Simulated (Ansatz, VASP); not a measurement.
**Sb: VASP beside Ansatz**

File INCAR:

```
SYSTEM = Sb
PREC     = Accurate       ! precision mode
ENCUT    = 500            ! plane-wave cutoff, eV
EDIFF    = 1E-6           ! SCF threshold, eV
ISMEAR   = -1             ! smearing method
SIGMA    = 0.08           ! smearing width, eV
LREAL    = .FALSE.        ! projectors in reciprocal space
LASPH    = .TRUE.         ! aspherical terms in the spheres
NELM     = 120            ! most SCF steps
ALGO     = Normal         ! electronic algorithm
ISIF     = 2              ! what is computed and relaxed
LWAVE    = .FALSE.        ! write WAVECAR
LCHARG   = .FALSE.        ! write CHGCAR
GGA      = PE             ! functional
NBANDS   = 12             ! bands
GGA_COMPAT= .FALSE.
```

The input KPOINTS:

```
Automatic mesh
0
G
  12 12 12
  0 0 0
```

Contents of POSCAR:

```
Sb
1.0
    0.0000000000      3.4940310074      3.4940310074
    3.4940310074      0.0000000000      3.4940310074
    3.4940310074      3.4940310074      0.0000000000
Sb
2
Direct
   -0.1250000000     -0.1250000000     -0.1250000000
    0.1250000000      0.1250000000      0.1250000000
```

Input for Ansatz:

```yaml
crystal:
  lattice:
    - [0.0, 3.4940310074, 3.4940310074]
    - [3.4940310074, 0.0, 3.4940310074]
    - [3.4940310074, 3.4940310074, 0.0]
  atoms:
    - { symbol: Sb, position: [-0.125, -0.125, -0.125] }
    - { symbol: Sb, position: [0.125, 0.125, 0.125] }
kpoints:
  mp_grid: { grid: [12, 12, 12] }
scf:
  occupations: { method: fermi_dirac, width: 0.08 }
hamiltonian:
  xc: pbe
  pseudopotentials: { kind: all_electron, datasets: crystal }
output:
  forces: true
  stress: true
  eigenvalues: true
```

Alike in both runs: task single point; functional PBE; k mesh 12 × 12 × 12; occupations fermi-dirac, width 0.08 eV; no spin polarisation.

|  | VASP | Ansatz |
| --- | --- | --- |
| version | VASP 6.6.1 | Ansatz 0.2.0 |
| potentials or method | VASP PAW PBE potentials, release 64 (Sb), cutoff 500 eV | all-electron PAW with datasets made for the crystal, scalar-relativistic |

|  | VASP | Ansatz | Ansatz less VASP |
| --- | --- | --- | --- |
| gap on the k mesh at the Fermi level (eV) | none | none | - |
| pressure (GPa) | 0.0 | 0.0 | 0.00 |

A gap of «none» marks a metal or a gap that the smearing closes. Ansatz ran all-electron here, and VASP with PAW potentials. Ansatz's warnings: printed levels off.

Spin-orbit coupling is off throughout.
